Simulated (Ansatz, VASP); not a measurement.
One calculation of InSb, two programs

File INCAR:

```
  ALGO = Normal
  EDIFF = 1E-6
  EDIFFG = -0.01
  ENCUT = 600
  GGA = PE
  IBRION = 2
  ISIF = 3
  ISMEAR = 0
  LASPH = True
  LCHARG = False
  LREAL = False
  LWAVE = False
  NELM = 80
  NSW = 100
  PREC = Accurate
  SIGMA = 0.1
```

Contents of KPOINTS:

```
k-points
0
Gamma
  6 6 8
```

File POSCAR:

```
InSb
1.0
    6.4279516683      0.0000000000      0.0000000000
   -3.2139758341      5.5667694391      0.0000000000
    0.0000000000      0.0000000000      5.3265418706
In Sb
3 3
Direct
    0.5000000000      0.0000000000      0.0000000000
    0.5000000000      0.5000000000      0.0000000000
    0.0000000000      0.5000000000      0.0000000000
    0.0000000000      0.0000000000      0.0000000000
    0.3333333333      0.6666666667      0.5000000000
    0.6666666667      0.3333333333      0.5000000000
```

Input for Ansatz:

```yaml
crystal:
  lattice:
    - [6.4279516683, 0.0, 0.0]
    - [-3.2139758341, 5.5667694391, 0.0]
    - [0.0, 0.0, 5.3265418706]
  atoms:
    - { symbol: In, position: [0.5, 0.0, 0.0] }
    - { symbol: In, position: [0.5, 0.5, 0.0] }
    - { symbol: In, position: [0.0, 0.5, 0.0] }
    - { symbol: Sb, position: [0.0, 0.0, 0.0] }
    - { symbol: Sb, position: [0.3333333333, 0.6666666667, 0.5] }
    - { symbol: Sb, position: [0.6666666667, 0.3333333333, 0.5] }
basis:
  ecutwfc: 420
kpoints:
  mp_grid: { grid: [6, 6, 8] }
hamiltonian:
  xc: pbe
scf:
  occupations: { method: gaussian, width: 0.1 }
output:
  forces: true
  stress: true
  eigenvalues: true
relax:
  adjacent_minimum: "off"
  f_tol: 0.01
  max_steps: 80
  cell: { stress_tol: 0.05 }
```

Alike in both runs: task relaxation of cell and atoms; functional PBE; k mesh 6 × 6 × 8; occupations gaussian, width 0.1 eV; no spin polarisation.

```csv
,VASP,Ansatz
version,VASP 6.6.1,Ansatz 0.2.0
potentials or method,"VASP PAW PBE potentials, release 64 (In_d, Sb), cutoff 600 eV","scalar-relativistic, plane waves, PAW"
valence electrons in the cell,54,84
```

```tsv
	VASP	Ansatz	Ansatz less VASP
gap on the k mesh at the Fermi level, each at its own relaxed structure (eV)	none	none	-
relaxed volume (Å³/atom)	31.77	31.77	0.000
relaxed cell length with the largest relative difference (Å)	6.428	6.428	0.0000
```

A gap of «none» marks a metal or a gap that the smearing closes. VASP's potentials hold 54 valence electrons a cell and Ansatz's 84, so a difference there can come from the potentials and not from the codes.

Spin-orbit coupling is off throughout. Noted on VASP's run: the relaxation stopped at its first step, so nothing moved.
